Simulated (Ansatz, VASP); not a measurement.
## SnO in VASP and in Ansatz

```
Sn O
1.0
     3.76290    0.00000    0.00000
     0.00000    3.76290    0.00000
     0.00000    0.00000    4.65100
Sn O
2 2
Direct
  0.50000 0.00000 0.24625
  0.00000 0.50000 0.75375
  0.00000 0.00000 0.00000
  0.50000 0.50000 0.00000
```

Alike in both runs: functional LDA; k mesh 8 × 8 × 7; occupations fermi-dirac, width 0.1 eV; no spin polarisation.

Ansatz relaxed the structure, and its values are those at the end. VASP's run is a single point on that final structure, the one shown.

```csv
,VASP,Ansatz
version,VASP 6.6.1,Ansatz 0.2.0
potentials or method,"VASP PAW LDA potentials, release 64 (Sn_d, O_h), cutoff 910 eV",PAW plane waves
valence electrons in the cell,40,40
```

|  | VASP | Ansatz | Ansatz less VASP |
| --- | --- | --- | --- |
| gap on the k mesh at the Fermi level (eV) | none | none | - |
| rms of the force components (eV/Å) | 0.054 | 0.000 | -0.0536 |

Ansatz warns that its potentials were made for another functional, while VASP's fit it. LDA's correlation is that of Perdew and Zunger in VASP and of Perdew and Wang (1992) in Ansatz. A gap of «none» marks a metal or a gap that the smearing closes.

Noted on VASP's run: the cutoff is short for stress, so the pressure is rough.
